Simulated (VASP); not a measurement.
# Ge (Fd-3m) in VASP: single point with LDA

Aim: the single point of Ge with LDA.

All numbers are computed with VASP 6.6.1; they aren't measurements. Logs are shortened: lines on timing, memory, paths and dates and some standing lists are left out, and cuts for length are marked.

## Step 1: The cell of the first run

It takes space group Fd-3m (No. 227, cubic). Conventional cell: a = 5.621 Å, b = 5.621 Å, c = 5.621 Å, α = 90.00°, β = 90.00°, γ = 90.00°. Within 3.2 Å of Ge (site symmetry -43m) lie 4 Ge at 2.43 Å.

## Step 2: Single point, LDA

INCAR

```
ALGO = Normal
EDIFF = 1E-6
ENCUT = 500
GGA_COMPAT = False
ISIF = 2
ISMEAR = 0
LASPH = True
LCHARG = True
LELF = True
LREAL = False
LVHAR = True
LWAVE = False
NBANDS = 21
NELM = 120
PREC = Accurate
SIGMA = 0.1
```

KPOINTS

```
k-points
0
Gamma
  12 12 12
```

POSCAR

```
Ge
1.0
    0.0000000000      2.8107242281      2.8107242281
    2.8107242281      0.0000000000      2.8107242281
    2.8107242281      2.8107242281      0.0000000000
Ge
2
Direct
    0.0000000000      0.0000000000      0.0000000000
    0.2500000000      0.2500000000      0.2500000000
```

Potentials or basis: VASP PAW LDA potentials, release 64 (Ge_d).

The run is started by

```sh
$ cat potpaw_LDA.64/Ge_d/POTCAR > POTCAR
$ mpirun -np 1 vasp_std > vasp.out
```

OUTCAR:

```text
EDIFF = 1E-6
   ENCUT = 500
   ISIF = 2
   ISMEAR = 0
   LASPH = True
   LREAL = False
   NELM = 120
   PREC = Accurate

 ion  position               nearest neighbor table
   1  0.000  0.000  0.000-   2 2.43   2 2.43   2 2.43   2 2.43
   2  0.250  0.250  0.250-   1 2.43   1 2.43   1 2.43   1 2.43

  LATTYP: Found a face centered cubic cell.
 ALAT       =     5.6214484562

  Lattice vectors:

 A1 = (   0.0000000000,   2.8107242281,   2.8107242281)
 A2 = (   2.8107242281,   0.0000000000,   2.8107242281)
 A3 = (   2.8107242281,   2.8107242281,   0.0000000000)

Analysis of symmetry for initial positions (statically):
=====================================================================
 Subroutine PRICEL returns:
 Original cell was already a primitive cell.

 Routine SETGRP: Setting up the symmetry group for a
 face centered cubic supercell.

 Subroutine GETGRP returns: Found 48 space group operations
 (whereof 24 operations were pure point group operations)
 out of a pool of 48 trial point group operations.

The static configuration has the point symmetry T_d .
 The point group associated with its full space group is O_h .

Analysis of symmetry for dynamics (positions and initial velocities):
=====================================================================
 Subroutine PRICEL returns:
 Original cell was already a primitive cell.

 Routine SETGRP: Setting up the symmetry group for a
 face centered cubic supercell.

 Subroutine GETGRP returns: Found 48 space group operations
 (whereof 24 operations were pure point group operations)
 out of a pool of 48 trial point group operations.

The dynamic configuration has the point symmetry T_d .
 The point group associated with its full space group is O_h .

 Subroutine INISYM returns: Found 48 space group operations
 (whereof 24 operations are pure point group operations),
 and found     1 'primitive' translations

----------------------------------------------------------------------------------------

                                     Primitive cell

  volume of cell :      44.4104

  direct lattice vectors                    reciprocal lattice vectors
     0.000000000  2.810724228  2.810724228    -0.177890095  0.177890095  0.177890095
     2.810724228  0.000000000  2.810724228     0.177890095 -0.177890095  0.177890095
     2.810724228  2.810724228  0.000000000     0.177890095  0.177890095 -0.177890095

  length of vectors
     3.974964323  3.974964323  3.974964323     0.308114683  0.308114683  0.308114683

  position of ions in fractional coordinates (direct lattice)
     0.000000000  0.000000000  0.000000000
     0.250000000  0.250000000  0.250000000

  ion indices of the primitive-cell ions
   primitive index   ion index
                 1           1
                 2           2

----------------------------------------------------------------------------------------

 KPOINTS: k-points

Automatic generation of k-mesh.
 Grid dimensions read from file:
 generate k-points for:   12   12   12

 Generating k-lattice:

  Cartesian coordinates                     Fractional coordinates (reciprocal lattice)
    -0.014824175  0.014824175  0.014824175     0.083333333  0.000000000  0.000000000
     0.014824175 -0.014824175  0.014824175     0.000000000  0.083333333  0.000000000
     0.014824175  0.014824175 -0.014824175     0.000000000  0.000000000  0.083333333

  Length of vectors
     0.025676224  0.025676224  0.025676224

  Shift w.r.t. Gamma in fractional coordinates (k-lattice)
     0.000000000  0.000000000  0.000000000

 Subroutine IBZKPT returns following result:
 ===========================================

 Found     72 irreducible k-points:

 Following reciprocal coordinates:
            Coordinates               Weight
  0.000000  0.000000  0.000000      1.000000
  0.083333  0.000000  0.000000      8.000000
  0.166667  0.000000  0.000000      8.000000
  0.250000  0.000000  0.000000      8.000000
  0.333333  0.000000  0.000000      8.000000
  0.416667  0.000000  0.000000      8.000000
[... 16 lines left out ...]
  0.500000  0.166667  0.000000     24.000000
 -0.416667  0.166667  0.000000     24.000000
 [... further k-points ...]
   k-points           NKPTS =     72   k-points in BZ     NKDIM =     72   number of bands    NBANDS=     21
   number of dos      NEDOS =    301   number of ions     NIONS =      2
   total plane-waves  NPLWV =  27000
   dimension x,y,z NGX =    30 NGY =   30 NGZ =   30
   dimension x,y,z NGXF=    60 NGYF=   60 NGZF=   60
   ions per type =               2
   NGX,Y,Z   is equivalent  to a cutoff of  12.55, 12.55, 12.55 a.u.
   NGXF,Y,Z  is equivalent  to a cutoff of  25.09, 25.09, 25.09 a.u.
 SYSTEM =  unknown system
   PREC   = accura    normal or accurate (medium, high low for compatibility)
   ISTART =      0    job   : 0-new  1-cont  2-samecut
   ICHARG =      2    charge: 1-file 2-atom 10-const
   ISPIN  =      1    spin polarized calculation?
   LNONCOLLINEAR =      F non collinear calculations
   LSORBIT =      F    spin-orbit coupling
   LASPH  =      T    aspherical Exc in radial PAW
   ENCUT  =  500.0 eV  36.75 Ry    6.06 a.u.   7.25  7.25  7.25*2*pi/ulx,y,z
   NELM   =    120;   NELMIN=  2; NELMDL= -5     # of ELM steps
   EDIFF  = 0.1E-05   stopping-criterion for ELM
   LREAL  =      F    real-space projection
   EDIFFG = 0.1E-04   stopping-criterion for IOM
   NSW    =      0    number of steps for IOM
   IBRION =     -1    ionic relax: 0-MD 1-quasi-New 2-CG
   NFREE  =      0    steps in history (QN), initial steepest desc. (CG)
   ISIF   =      2    stress and relaxation
   ISYM   =      2    0-nonsym 1-usesym 2-fastsym
   POTIM  = 0.5000    time-step for ionic-motion
   TEBEG  =    0.0;   TEEND  =   0.0 temperature during run
   PSTRESS=    0.0 pullay stress
   NELECT =      28.0000    total number of electrons
   NUPDOWN=      -1.0000    fix difference up-down
   EMIN   =  10.00;   EMAX   =-10.00  energy-range for DOS
   EFERMI =   0.00;   METHOD = LEGACY
   ISMEAR =     0;   SIGMA  =   0.10  broadening in eV -4-tet -1-fermi 0-gaus
   EFERMI_NEDOS =   21; number of points for ismear=-14 and -15
   IALGO  =     38    algorithm
   IMIX   =      4    mixing-type and parameters
     AMIX     =   0.40;   BMIX     =  1.00
     AMIX_MAG =   1.60;   BMIX_MAG =  1.00
  volume/ion in A,a.u.               =      22.21       149.85
  Fermi-wavevector in a.u.,A,eV,Ry     =   1.403781  2.652761 26.811645  1.970600
  Thomas-Fermi vector in A             =   2.526408
   LORBIT       =      0    0 simple, 1 ext, 2 COOP (PROOUT), +10 PAW based schemes
   GGA     = CA    functional components
   LHFCALC =     F    Hartree Fock is set to
   AEXX    =    0.0000 exact exchange contribution
   IVDW    =     0    specifies the selected vdW correction
   LEPSILON=     F    determine dielectric tensor
   LRPA    =     F    only Hartree local field effects (RPA)
 non-spin polarized calculation
 Gauss-broadening in eV      SIGMA  =   0.10
  energy-cutoff  :      500.00
  volume of cell :       44.41
 maximum number of plane-waves:      1158
 NGX is ok and might be reduce to    30
   NGX = 15   NGY = 15   NGZ = 15

 number of electron      28.0000032 magnetization

 Free energy of the ion-electron system (eV)
  ---------------------------------------------------
  ext. energy  EPLUGINS =         0.00000000
  ---------------------------------------------------
  free energy    TOTEN  =       -10.39085638 eV

  energy without entropy =      -10.39063899  energy(sigma->0) =      -10.39074769

 E-fermi :   4.9470     XC(G=0): -10.3798

 val. band max:        4.9136034249   @ k =   0.0000   0.0000   0.0000
 cond. band min:       4.9470137512   @ k =   0.0000   0.0000   0.0000
 fundamental gap:      0.0334103264
 Fermi energy:         4.9469631328

 k-point     1 :       0.0000    0.0000    0.0000
  band No.  band energies     occupation
      1     -20.0547      2.00000
      2     -20.0547      2.00000
      3     -20.0547      2.00000
      4     -20.0163      2.00000
      5     -20.0163      2.00000
      6     -19.7951      2.00000
[... 13 lines left out ...]
     20      14.5168      0.00000
     21      14.5168      0.00000

 k-point     2 :       0.0833    0.0000    0.0000
  band No.  band energies     occupation
      1     -20.0591      2.00000
      2     -20.0591      2.00000
      3     -20.0534      2.00000
      4     -20.0102      2.00000
      5     -20.0102      2.00000
      6     -19.8019      2.00000
[... 13 lines left out ...]
     20      13.8885      0.00000
     21      13.8885      0.00000

 k-point     3 :       0.1667    0.0000    0.0000
  band No.  band energies     occupation
      1     -20.0671      2.00000
      2     -20.0671      2.00000
      3     -20.0501      2.00000
      4     -19.9981      2.00000
      5     -19.9981      2.00000
      6     -19.8126      2.00000
[... 13 lines left out ...]
     20      13.3029      0.00000
     21      13.3029      0.00000

 k-point     4 :       0.2500    0.0000    0.0000
  band No.  band energies     occupation
      1     -20.0737      2.00000
      2     -20.0737      2.00000
      3     -20.0455      2.00000
      4     -19.9863      2.00000
      5     -19.9863      2.00000
      6     -19.8216      2.00000
[... 13 lines left out ...]
     20      13.2803      0.00000
     21      13.2803      0.00000

 k-point     5 :       0.3333    0.0000    0.0000
  band No.  band energies     occupation
      1     -20.0778      2.00000
      2     -20.0778      2.00000
      3     -20.0409      2.00000
      4     -19.9780      2.00000
      5     -19.9780      2.00000
      6     -19.8273      2.00000
[... 13 lines left out ...]
     20      13.9345      0.00000
     21      13.9345      0.00000

 k-point     6 :       0.4167    0.0000    0.0000
  band No.  band energies     occupation
      1     -20.0797      2.00000
      2     -20.0797      2.00000
      3     -20.0375      2.00000
      4     -19.9736      2.00000
      5     -19.9736      2.00000
      6     -19.8300      2.00000
[... 13 lines left out ...]
     20      15.1134      0.00000
     21      15.1134      0.00000

 k-point     7 :       0.5000    0.0000    0.0000
  band No.  band energies     occupation
      1     -20.0803      2.00000
      2     -20.0803      2.00000
      3     -20.0362      2.00000
      4     -19.9724      2.00000
      5     -19.9724      2.00000
      6     -19.8306      2.00000
[... 13 lines left out ...]
     20      16.0591      0.00000
     21      16.1906      0.00000
[... 291 lines left out ...]
      1     -20.0758      2.00000
      2     -20.0699      2.00000
      3     -20.0558      2.00000
      4     -19.9897      2.00000
      5     -19.9618      2.00000
      6     -19.8646      2.00000
[... 13 lines left out ...]
     20      14.1324      0.00000
     21      14.9745      0.00000

 k-point    21 :       0.3333    0.1667    0.0000
  band No.  band energies     occupation
      1     -20.0860      2.00000
      2     -20.0755      2.00000
      3     -20.0436      2.00000
      4     -19.9782      2.00000
      5     -19.9502      2.00000
      6     -19.8751      2.00000
[... 13 lines left out ...]
     20      14.5779      0.00000
     21      15.2852      0.00000

 k-point    22 :       0.4167    0.1667    0.0000
  band No.  band energies     occupation
      1     -20.0936      2.00000
      2     -20.0802      2.00000
      3     -20.0301      2.00000
      4     -19.9674      2.00000
      5     -19.9457      2.00000
      6     -19.8769      2.00000
[... 13 lines left out ...]
     20      15.1782      0.00000
     21      16.1662      0.00000

 k-point    23 :       0.5000    0.1667    0.0000
  band No.  band energies     occupation
      1     -20.0978      2.00000
      2     -20.0839      2.00000
      3     -20.0188      2.00000
      4     -19.9582      2.00000
      5     -19.9495      2.00000
      6     -19.8696      2.00000
[... 13 lines left out ...]
     20      15.9406      0.00000
     21      16.2218      0.00000

 k-point    24 :      -0.4167    0.1667    0.0000
  band No.  band energies     occupation
      1     -20.0980      2.00000
      2     -20.0865      2.00000
      3     -20.0127      2.00000
      4     -19.9592      2.00000
      5     -19.9514      2.00000
      6     -19.8553      2.00000
[... 13 lines left out ...]
     20      14.6474      0.00000
     21      15.2295      0.00000

 [... further k-points ...]

------------------------ aborting loop because EDIFF is reached ----------------------------------------

  FORCE on cell =-STRESS in cart. coord.  units (eV):
  Direction    XX          YY          ZZ          XY          YZ          ZX
  --------------------------------------------------------------------------------------
  -------------------------------------------------------------------------------------
  Total        0.0439396      0.0439396      0.0439396      0.0000000      0.0000000      0.0000000
  in kB        1.5851927      1.5851927      1.5851927      0.0000000      0.0000000      0.0000000
  external PRESSURE =       1.5851927 kB  Pullay stress =       0.0000000 kB

 VOLUME and BASIS-vectors are now :
 -----------------------------------------------------------------------------
  energy-cutoff  :      500.00
  volume of cell :       44.41
      direct lattice vectors                 reciprocal lattice vectors
     0.000000000  2.810724228  2.810724228    -0.177890095  0.177890095  0.177890095
     2.810724228  0.000000000  2.810724228     0.177890095 -0.177890095  0.177890095
     2.810724228  2.810724228  0.000000000     0.177890095  0.177890095 -0.177890095

 POSITION                                       TOTAL-FORCE (eV/Angst)
 -----------------------------------------------------------------------------------
      0.00000      0.00000      0.00000        -0.000000     -0.000000     -0.000000
      1.40536      1.40536      1.40536         0.000000      0.000000      0.000000
 -----------------------------------------------------------------------------------
    total drift:                                0.000000     -0.000000      0.000000

  FREE ENERGIE OF THE ION-ELECTRON SYSTEM (eV)
  ---------------------------------------------------
  free  energy   TOTEN  =       -10.3908563831 eV

  energy  without entropy=      -10.3906389879  energy(sigma->0) =      -10.39074769
```

Run time: 45 s. Hardware: 1 thread of Intel Xeon Platinum 8375C at 2.90GHz (Ice Lake), shared host; peak memory 0.17 GiB.

What came out:

```
Free energy : -10.3909 eV
Pressure    : 0.2 GPa
```
